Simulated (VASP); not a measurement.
# Mg6O5 (a cell with a defect) in VASP: single point with PBEsol

Aim: the single point of Mg6O5 (a cell with a defect) with PBEsol.

All numbers are computed with VASP 6.6.1; they aren't measurements. Logs are shortened: lines on timing, memory, paths and dates and some standing lists are left out, and cuts for length are marked.

## (1) The cell of the first run

The cell holds a defect, 11 atoms: a = 5.591 Å, b = 5.591 Å, c = 5.591 Å, α = 90.00°, β = 90.00°, γ = 90.00°.

## (2) Single point, PBEsol

Input file INCAR:

```
  PREC = Accurate
  ENCUT = 620
  EDIFF = 1E-6
  ISMEAR = 0
  SIGMA = 0.05
  LREAL = F
  LASPH = T
  NELM = 120
  ALGO = Normal
  ISIF = 2
  LWAVE = F
  LCHARG = T
  GGA = PS
  LELF = T
  LVHAR = T
  NBANDS = 56
  GGA_COMPAT = F
```

Input file KPOINTS:

```
regular mesh
0
Gamma
  4 4 4
```

Input file POSCAR:

```
Mg6O5
1.0
    5.5908553621      0.0000000000      0.0000000000
    0.0000000000      5.5908553621      0.0000000000
    0.0000000000      0.0000000000      5.5908553621
Mg O
6 5
Direct
    0.2500000000      0.0000000000      0.5000000000
    0.0000000000      0.5000000000      0.2500000000
    0.5000000000      0.7500000000      0.0000000000
    0.7500000000      0.0000000000      0.5000000000
    0.0000000000      0.5000000000      0.7500000000
    0.5000000000      0.2500000000      0.0000000000
    0.5000000000      0.0000000000      0.2500000000
    0.0000000000      0.7500000000      0.5000000000
    1.0000000000      0.5000000000      0.0000000000
    0.5000000000      0.0000000000      0.7500000000
    0.0000000000      0.2500000000      0.5000000000
```

Potentials or basis: VASP PAW PBE potentials, release 64 (Mg_sv, O).

Started as:

```console
$ cat potpaw_PBE.64/Mg_sv/POTCAR potpaw_PBE.64/O/POTCAR > POTCAR
$ mpirun -np 1 vasp_std > vasp.out
```

OUTCAR:

```text
PREC = Accurate
   ENCUT = 620
   EDIFF = 1E-6
   ISMEAR = 0
   LREAL = F
   LASPH = T
   NELM = 120
   ISIF = 2
   GGA = PS

 ion  position               nearest neighbor table
   1  0.250  0.000  0.500-   7 1.98   8 1.98  10 1.98  11 1.98
   2  0.000  0.500  0.250-   9 1.40   8 1.98  11 1.98
   3  0.500  0.750  0.000-   7 1.98  10 1.98
   4  0.750  0.000  0.500-   7 1.98   8 1.98  10 1.98  11 1.98
   5  0.000  0.500  0.750-   9 1.40   8 1.98  11 1.98
   6  0.500  0.250  0.000-   7 1.98  10 1.98
   7  0.500  0.000  0.250-   1 1.98   3 1.98   4 1.98   6 1.98
   8  0.000  0.750  0.500-   1 1.98   2 1.98   4 1.98   5 1.98
   9  0.000  0.500  0.000-   2 1.40   5 1.40
  10  0.500  0.000  0.750-   1 1.98   3 1.98   4 1.98   6 1.98
  11  0.000  0.250  0.500-   1 1.98   2 1.98   4 1.98   5 1.98

  LATTYP: Found a simple cubic cell.
 ALAT       =     5.5908553621

  Lattice vectors:

 A1 = (   5.5908553621,   0.0000000000,   0.0000000000)
 A2 = (   0.0000000000,   5.5908553621,   0.0000000000)
 A3 = (   0.0000000000,   0.0000000000,   5.5908553621)

Analysis of symmetry for initial positions (statically):
=====================================================================
 Subroutine PRICEL returns:
 Original cell was already a primitive cell.

 Routine SETGRP: Setting up the symmetry group for a
 simple cubic supercell.

 Subroutine GETGRP returns: Found  8 space group operations
 (whereof  8 operations were pure point group operations)
 out of a pool of 48 trial point group operations.

The static configuration has the point symmetry D_2h.

Analysis of symmetry for dynamics (positions and initial velocities):
=====================================================================
 Subroutine PRICEL returns:
 Original cell was already a primitive cell.

 Routine SETGRP: Setting up the symmetry group for a
 simple cubic supercell.

 Subroutine GETGRP returns: Found  8 space group operations
 (whereof  8 operations were pure point group operations)
 out of a pool of 48 trial point group operations.

The dynamic configuration has the point symmetry D_2h.

 Subroutine INISYM returns: Found  8 space group operations
 (whereof  8 operations are pure point group operations),
 and found     1 'primitive' translations

----------------------------------------------------------------------------------------

                                     Primitive cell

  volume of cell :     174.7571

  direct lattice vectors                    reciprocal lattice vectors
     5.590855362  0.000000000  0.000000000     0.178863508  0.000000000  0.000000000
     0.000000000  5.590855362  0.000000000     0.000000000  0.178863508  0.000000000
     0.000000000  0.000000000  5.590855362     0.000000000  0.000000000  0.178863508

  length of vectors
     5.590855362  5.590855362  5.590855362     0.178863508  0.178863508  0.178863508

  position of ions in fractional coordinates (direct lattice)
     0.250000000  0.000000000  0.500000000
     0.000000000  0.500000000  0.250000000
     0.500000000  0.750000000  0.000000000
     0.750000000  0.000000000  0.500000000
     0.000000000  0.500000000  0.750000000
     0.500000000  0.250000000  0.000000000
     0.500000000  0.000000000  0.250000000
     0.000000000  0.750000000  0.500000000
     0.000000000  0.500000000  0.000000000
     0.500000000  0.000000000  0.750000000
     0.000000000  0.250000000  0.500000000

  ion indices of the primitive-cell ions
   primitive index   ion index
                 1           1
                 2           2
                 3           3
                 4           4
                 5           5
                 6           6
                 7           7
                 8           8
                 9           9
                10          10
                11          11

----------------------------------------------------------------------------------------

 KPOINTS: regular mesh

Automatic generation of k-mesh.
 Grid dimensions read from file:
 generate k-points for:    4    4    4

 Generating k-lattice:

  Cartesian coordinates                     Fractional coordinates (reciprocal lattice)
     0.044715877  0.000000000  0.000000000     0.250000000  0.000000000  0.000000000
     0.000000000  0.044715877  0.000000000     0.000000000  0.250000000  0.000000000
     0.000000000  0.000000000  0.044715877     0.000000000  0.000000000  0.250000000

  Length of vectors
     0.044715877  0.044715877  0.044715877

  Shift w.r.t. Gamma in fractional coordinates (k-lattice)
     0.000000000  0.000000000  0.000000000

 Subroutine IBZKPT returns following result:
 ===========================================

 Found     27 irreducible k-points:

 Following reciprocal coordinates:
            Coordinates               Weight
  0.000000  0.000000  0.000000      1.000000
  0.250000  0.000000  0.000000      2.000000
  0.000000  0.250000  0.000000      2.000000
  0.000000  0.000000  0.250000      2.000000
  0.500000  0.000000  0.000000      1.000000
  0.000000  0.500000  0.000000      1.000000
[... 16 lines left out ...]
  0.250000  0.250000  0.500000      4.000000
  0.500000  0.500000  0.250000      2.000000
 [... further k-points ...]
   k-points           NKPTS =     27   k-points in BZ     NKDIM =     27   number of bands    NBANDS=     56
   number of dos      NEDOS =    301   number of ions     NIONS =     11
   total plane-waves  NPLWV = 110592
   dimension x,y,z NGX =    48 NGY =   48 NGZ =   48
   dimension x,y,z NGXF=    96 NGYF=   96 NGZF=   96
   ions per type =               6   5
   NGX,Y,Z   is equivalent  to a cutoff of  14.27, 14.27, 14.27 a.u.
   NGXF,Y,Z  is equivalent  to a cutoff of  28.55, 28.55, 28.55 a.u.
 SYSTEM =  unknown system
   PREC   = accura    normal or accurate (medium, high low for compatibility)
   ISTART =      0    job   : 0-new  1-cont  2-samecut
   ICHARG =      2    charge: 1-file 2-atom 10-const
   ISPIN  =      1    spin polarized calculation?
   LNONCOLLINEAR =      F non collinear calculations
   LSORBIT =      F    spin-orbit coupling
   LASPH  =      T    aspherical Exc in radial PAW
   ENCUT  =  620.0 eV  45.57 Ry    6.75 a.u.  11.35 11.35 11.35*2*pi/ulx,y,z
   NELM   =    120;   NELMIN=  2; NELMDL= -5     # of ELM steps
   EDIFF  = 0.1E-05   stopping-criterion for ELM
   LREAL  =      F    real-space projection
   EDIFFG = 0.1E-04   stopping-criterion for IOM
   NSW    =      0    number of steps for IOM
   IBRION =     -1    ionic relax: 0-MD 1-quasi-New 2-CG
   NFREE  =      0    steps in history (QN), initial steepest desc. (CG)
   ISIF   =      2    stress and relaxation
   ISYM   =      2    0-nonsym 1-usesym 2-fastsym
   POTIM  = 0.5000    time-step for ionic-motion
   TEBEG  =    0.0;   TEEND  =   0.0 temperature during run
   PSTRESS=    0.0 pullay stress
   NELECT =      90.0000    total number of electrons
   NUPDOWN=      -1.0000    fix difference up-down
   EMIN   =  10.00;   EMAX   =-10.00  energy-range for DOS
   EFERMI =   0.00;   METHOD = LEGACY
   ISMEAR =     0;   SIGMA  =   0.05  broadening in eV -4-tet -1-fermi 0-gaus
   EFERMI_NEDOS =   21; number of points for ismear=-14 and -15
   IALGO  =     38    algorithm
   IMIX   =      4    mixing-type and parameters
     AMIX     =   0.40;   BMIX     =  1.00
     AMIX_MAG =   1.60;   BMIX_MAG =  1.00
  volume/ion in A,a.u.               =      15.89       107.21
  Fermi-wavevector in a.u.,A,eV,Ry     =   1.312232  2.479760 23.428603  1.721954
  Thomas-Fermi vector in A             =   2.442639
   LORBIT       =      0    0 simple, 1 ext, 2 COOP (PROOUT), +10 PAW based schemes
   GGA     = PS    functional components
   LHFCALC =     F    Hartree Fock is set to
   AEXX    =    0.0000 exact exchange contribution
   IVDW    =     0    specifies the selected vdW correction
   LEPSILON=     F    determine dielectric tensor
   LRPA    =     F    only Hartree local field effects (RPA)
 non-spin polarized calculation
 Gauss-broadening in eV      SIGMA  =   0.05
  energy-cutoff  :      620.00
  volume of cell :      174.76
 maximum number of plane-waves:      6158
 NGX is ok and might be reduce to    48
   NGX = 23   NGY = 23   NGZ = 23

 number of electron      89.9999906 magnetization

 Free energy of the ion-electron system (eV)
  ---------------------------------------------------
  ext. energy  EPLUGINS =         0.00000000
  ---------------------------------------------------
  free energy    TOTEN  =       -51.63334502 eV

  energy without entropy =      -51.63294371  energy(sigma->0) =      -51.63314437

 E-fermi :   2.4153     XC(G=0):  -8.7338

 val. band max:        2.3708722531   @ k =   0.5000   0.5000   0.5000
 cond. band min:       2.4597470553   @ k =   0.0000   0.0000   0.5000
 fundamental gap:      0.0888748023
 Fermi energy:         2.4153362737

 k-point     1 :       0.0000    0.0000    0.0000
  band No.  band energies     occupation
      1     -72.9513      2.00000
      2     -72.9446      2.00000
      3     -72.0934      2.00000
      4     -72.0862      2.00000
      5     -71.2638      2.00000
      6     -71.2558      2.00000
[... 48 lines left out ...]
     55       8.5797      0.00000
     56       8.9450      0.00000

 k-point     2 :       0.2500    0.0000    0.0000
  band No.  band energies     occupation
      1     -72.9513      2.00000
      2     -72.9447      2.00000
      3     -72.0924      2.00000
      4     -72.0873      2.00000
      5     -71.2638      2.00000
      6     -71.2558      2.00000
[... 48 lines left out ...]
     55       8.7128      0.00000
     56       8.8304      0.00000
[... 1237 lines left out ...]
     55       9.4287      0.00000
     56       9.7036      0.00000

 k-point    24 :       0.5000    0.5000    0.2500
  band No.  band energies     occupation
      1     -72.9482      2.00000
      2     -72.9479      2.00000
      3     -72.0899      2.00000
      4     -72.0898      2.00000
      5     -71.2627      2.00000
      6     -71.2570      2.00000
[... 48 lines left out ...]
     55      10.0476      0.00000
     56      10.1919      0.00000

 [... further k-points ...]

------------------------ aborting loop because EDIFF is reached ----------------------------------------

  FORCE on cell =-STRESS in cart. coord.  units (eV):
  Direction    XX          YY          ZZ          XY          YZ          ZX
  --------------------------------------------------------------------------------------
  -------------------------------------------------------------------------------------
  Total       -0.1639485      2.0028660     71.0989383      0.0000000      0.0000000      0.0000000
  in kB       -1.5030843     18.3623266    651.8368779      0.0000000      0.0000000      0.0000000
  external PRESSURE =     222.8987067 kB  Pullay stress =       0.0000000 kB

 VOLUME and BASIS-vectors are now :
 -----------------------------------------------------------------------------
  energy-cutoff  :      620.00
  volume of cell :      174.76
      direct lattice vectors                 reciprocal lattice vectors
     5.590855362  0.000000000  0.000000000     0.178863508  0.000000000  0.000000000
     0.000000000  5.590855362  0.000000000     0.000000000  0.178863508  0.000000000
     0.000000000  0.000000000  5.590855362     0.000000000  0.000000000  0.178863508

 POSITION                                       TOTAL-FORCE (eV/Angst)
 -----------------------------------------------------------------------------------
      1.39771      0.00000      2.79543        -0.143212      0.000000      0.000000
      0.00000      2.79543      1.39771         0.000000      0.000000     25.289488
      2.79543      4.19314      0.00000         0.000000      0.409618      0.000000
      4.19314      0.00000      2.79543         0.143212      0.000000      0.000000
      0.00000      2.79543      4.19314         0.000000      0.000000    -25.289488
      2.79543      1.39771      0.00000         0.000000     -0.409618      0.000000
      2.79543      0.00000      1.39771         0.000000     -0.000000     -0.245060
      0.00000      4.19314      2.79543         0.000000      0.148872      0.000000
      0.00000      2.79543      0.00000         0.000000      0.000000      0.000000
      2.79543      0.00000      4.19314         0.000000      0.000000      0.245060
      0.00000      1.39771      2.79543         0.000000     -0.148872      0.000000
 -----------------------------------------------------------------------------------
    total drift:                                0.000000     -0.000000      0.000000

  FREE ENERGIE OF THE ION-ELECTRON SYSTEM (eV)
  ---------------------------------------------------
  free  energy   TOTEN  =       -51.6333450197 eV

  energy  without entropy=      -51.6329437136  energy(sigma->0) =      -51.63314437
```

Wall time 5.4 min (1 thread of AMD EPYC 7R13 (Zen 3), shared host); peak memory 0.44 GiB.

Results:

```yaml
Free_energy: -51.6333 eV
Pressure: 22.3 GPa
Largest_force: 25.289 eV/Å
Band_gap_on_the_k_mesh: 0.09 eV
```

Forces in eV/Å, atoms in the order of the input:
```
Mg   -0.143   0.000   0.000
Mg    0.000   0.000  25.289
Mg    0.000   0.410   0.000
Mg    0.143   0.000   0.000
Mg    0.000   0.000 -25.289
Mg    0.000  -0.410   0.000
O     0.000   0.000  -0.245
O     0.000   0.149   0.000
O     0.000   0.000   0.000
O     0.000   0.000   0.245
O     0.000  -0.149   0.000
```

Levels at points of the mesh, in eV from the valence-band top:
```
           k point  band 42  band 43  band 44  band 45  band 46  band 47  band 48  band 49
(0.00, 0.00, 0.00)    -3.16    -3.02    -2.84    -2.54     1.80     2.36     3.32     3.39
(0.50, 0.00, 0.00)    -3.16    -2.99    -2.84    -0.85     0.66     1.84     4.07     4.12
(0.00, 0.50, 0.00)    -3.64    -3.16    -2.89    -1.26     0.98     3.05     3.18     3.27
(0.00, 0.00, 0.50)    -3.45    -3.42    -2.84    -1.64     0.09     2.54     3.37     4.41
(0.50, 0.50, 0.00)    -3.62    -3.16    -2.89    -0.15     0.82     1.88     2.64     2.70
(0.00, 0.50, 0.50)    -3.74    -3.47    -3.17    -0.96     1.11     2.05     2.65     3.30
(0.50, 0.00, 0.50)    -3.48    -3.31    -2.84    -0.63     0.87     1.57     2.83     3.97
(0.50, 0.50, 0.50)    -3.83    -3.65    -3.18     0.00     1.55     1.77     2.07     3.01
```

Caveat: the cell differs from its parent crystal (atoms taken out, atom 9 moved 0.500 of the way to it and +0.000 Å across, host rigid); atoms lie so close that the PAW spheres overlap strongly, which falsifies energies and pressures; the PAW data sets were made with another functional, which shifts forces and pressure a little.
